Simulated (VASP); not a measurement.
HfN (sol), 2 atoms in the cell. It takes space group Fm-3m (No. 225, cubic). Conventional cell: a = 4.502 Å, b = 4.502 Å, c = 4.502 Å, α = 90.00°, β = 90.00°, γ = 90.00°. Within 3.0 Å of Hf (site symmetry m-3m) lie 6 N at 2.25 Å. N (site symmetry m-3m) has 6 Hf at 2.25 Å within 3.0 Å. 

| Quantity | Value |
| --- | --- |
| Program | VASP 6.6.1 |
| Task | single point |
| Functional | PBEsol |
| Potentials or basis | VASP PAW PBE potentials, release 64 (Hf_pv, N) |
| Cutoff | 600 eV |
| k mesh | 16 × 16 × 16 |
| Occupations | gaussian, width 0.1 eV |
| Spin | no spin polarisation |
| Dipole correction | no |
| Further INCAR settings | ALGO = Normal; EDIFF = 1e-06; NBANDS = 14 |

Potentials or basis: VASP PAW PBE potentials, release 64 (Hf_pv, N).

Command:

```console
$ cat potpaw_PBE.64/Hf_pv/POTCAR potpaw_PBE.64/N/POTCAR > POTCAR
$ mpirun -np 1 vasp_std > vasp.out
```

Hardware: 1 thread of Intel(R) Xeon(R) Platinum 8488C (Sapphire Rapids) (shared host).

Question: How long does it take, and how much memory?

Answer: Wall time 32 s on 1 thread of Intel(R) Xeon(R) Platinum 8488C (Sapphire Rapids) (shared host), peak memory 0.2 GiB. Counts: scf iterations 13, k points 145.
